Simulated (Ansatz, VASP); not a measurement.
**Two plane-wave programs on Co**

The input INCAR:

```
SYSTEM = Co
PREC = Accurate
ENCUT = 520
EDIFF = 1E-6
ISMEAR = -1
SIGMA = 0.08
LREAL = .False.
LASPH = .True.
NELM = 80
ALGO = Normal
ISIF = 2
LWAVE = .False.
LCHARG = .True.
GGA = PE
LELF = .True.
LVHAR = .True.
NBANDS = 16
```

The input KPOINTS:

```
Automatic mesh
0
Gamma
  15 15 8
  0 0 0
```

The input POSCAR:

```
Co
1.0
    2.3281490520      0.0000000000      0.0000000000
   -1.1640745260      2.0162362228      0.0000000000
    0.0000000000      0.0000000000      3.8031990018
Co
2
Direct
    0.6666666667      0.3333333333      0.2598610000
    0.3333333333      0.6666666667      0.7401390000
```

Input for Ansatz:

```yaml
crystal:
  lattice:
    - [2.328149052, 0.0, 0.0]
    - [-1.164074526, 2.0162362228, 0.0]
    - [0.0, 0.0, 3.8031990018]
  atoms:
    - { symbol: Co, position: [0.6666666667, 0.3333333333, 0.259861] }
    - { symbol: Co, position: [0.3333333333, 0.6666666667, 0.740139] }
kpoints:
  mp_grid: { grid: [15, 15, 8] }
scf:
  occupations: { method: fermi_dirac, width: 0.08 }
  lower_state_search: "off"
hamiltonian:
  xc: pbe
  pseudopotentials: { kind: paw }
output:
  forces: true
  stress: true
  eigenvalues: true
```

Change from the starting cell: volume scaled by 0.82, no spin polarisation, PAW files.

Alike in both runs: task single point; functional PBE; k mesh 15 × 15 × 8; occupations fermi-dirac, width 0.08 eV; no spin polarisation.

|  | VASP | Ansatz |
| --- | --- | --- |
| version | VASP 6.6.1 | Ansatz 0.2.0 |
| potentials or method | VASP PAW PBE potentials, release 64 (Co) | PAW with Ansatz's default frozen-core files, scalar-relativistic |
| plane-wave cutoff (eV) | 520 | 420 |
| valence electrons in the cell | 18 | 34 |

```tsv
	VASP	Ansatz	Ansatz less VASP
pressure (GPa)	52.4	54.3	+1.86
traceless stress, the component that is largest in VASP (GPa)	-3.06	-3.07	-0.017
rms of the force components (eV/Å)	0.780	0.791	+0.0107
```

Atom by atom the forces differ by 0.011 eV/Å (rms over components). Both programs put the cell under a high pressure, so it lies far from rest at this level. With one functional, cell and mesh, what is left measures potentials, basis and numerics. VASP's potentials hold 18 valence electrons a cell and Ansatz's 34, so a difference there can come from the potentials and not from the codes.
